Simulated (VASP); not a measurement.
A run of VASP 6.6.1 is set up as follows.

File INCAR:

```
SYSTEM = KF
PREC = Accurate ; ENCUT = 520
EDIFF = 1E-6 ; ISMEAR = 0
SIGMA = 0.05 ; LREAL = .False.
LASPH = .True. ; NELM = 60
ALGO = Normal ; ISIF = 2
LWAVE = .False. ; LCHARG = .True.
GGA = PE ; LELF = .True.
LVHAR = .True. ; NBANDS = 15
```

The input KPOINTS:

```
Automatic mesh
0
Gamma
  8 8 8
  0 0 0
```

Contents of POSCAR:

```
KF
1.0
    0.0862422230      2.7102449498      2.7102449498
    2.7102449498      0.0862422230      2.7102449498
    2.7102449498      2.7102449498      0.0862422230
K F
1 1
Direct
    0.0000000000      0.0000000000      0.0000000000
    0.5000000000      0.5000000000      0.5000000000
```

Potentials or basis: VASP PAW PBE potentials, release 64 (K_sv, F).

The run is started by

```console
$ cat potpaw_PBE.64/K_sv/POTCAR potpaw_PBE.64/F/POTCAR > POTCAR
$ mpirun -np 1 vasp_std > vasp.out
```

Problem. Predict the pressure.

Solution. 1.6 GPa.

Problem. Estimate the band gap on the k mesh.

Solution. 6.17 eV, direct.

Stress tensor (GPa, compression positive):
```
 1.60 -0.46 -0.46
-0.46  1.60 -0.46
-0.46 -0.46  1.60
```

A k mesh can miss the band edges. As with any semilocal functional, this PBE gap is likely too small.
